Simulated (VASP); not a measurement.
Here is a VASP 6.6.1 calculation.

INCAR

```
SYSTEM = SiC
PREC = Accurate
ENCUT = 520
EDIFF = 1E-6
ISMEAR = 0
SIGMA = 0.01
LREAL = .False.
LASPH = .True.
NELM = 60
ALGO = Normal
ISIF = 2
LWAVE = .False.
LCHARG = .False.
GGA = CA
NBANDS = 16
```

File KPOINTS:

```
regular mesh
0
Gamma
  8 8 4
  0 0 0
```

The input POSCAR:

```
SiC
1.0
    3.0161620823      0.0000000000      0.0000000000
   -1.5080810412      2.6120729852      0.0000000000
    0.0000000000      0.0000000000      4.9477609334
Si C
2 2
Direct
    0.3333333333      0.6666666667      0.0045963510
    0.6666666667      0.3333333333      0.5045963510
    0.3333333333      0.6666666667      0.3804036490
    0.6666666667      0.3333333333      0.8804036490
```

Potentials or basis: VASP PAW LDA potentials, release 64 (Si, C).

Run with:

```sh
$ cat potpaw_LDA.64/Si/POTCAR potpaw_LDA.64/C/POTCAR > POTCAR
$ mpirun -np 1 vasp_std > vasp.out
```

(1) What does it give for the band gap on the k mesh?

(2) What does it give for the pressure?

Answers

(1) 2.32 eV, indirect (least direct gap 3.99 eV).

(2) 10.4 GPa.
